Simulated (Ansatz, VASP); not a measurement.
One calculation of Ge, two programs

```
CELL_PARAMETERS angstrom
2.99357 0.00000 0.00000
-1.49678 2.59251 0.00000
0.00000 0.00000 5.08130
ATOMIC_POSITIONS crystal
Ge 0.33333 0.66667 0.25000
Ge 0.66667 0.33333 0.75000
```

Alike in both runs: functional revPBE; k mesh 15 × 15 × 8; occupations fermi-dirac, width 0.05 eV; no spin polarisation.

Ansatz relaxed the structure, and its values are those at the end. VASP's run is a single point on that final structure, the one shown.

|  | VASP | Ansatz |
| --- | --- | --- |
| version | VASP 6.6.1 | Ansatz 0.2.0 |
| potentials or method | VASP PAW PBE potentials, release 64 (Ge_d) | PAW with Ansatz's default frozen-core files, scalar-relativistic |
| plane-wave cutoff (eV) | 520 | 420 |
| valence electrons in the cell | 28 | 28 |

|  | VASP | Ansatz | Ansatz less VASP |
| --- | --- | --- | --- |
| pressure (GPa) | 0.0 | 0.0 | +0.01 |

VASP's potentials were made for PBE, not for revPBE.
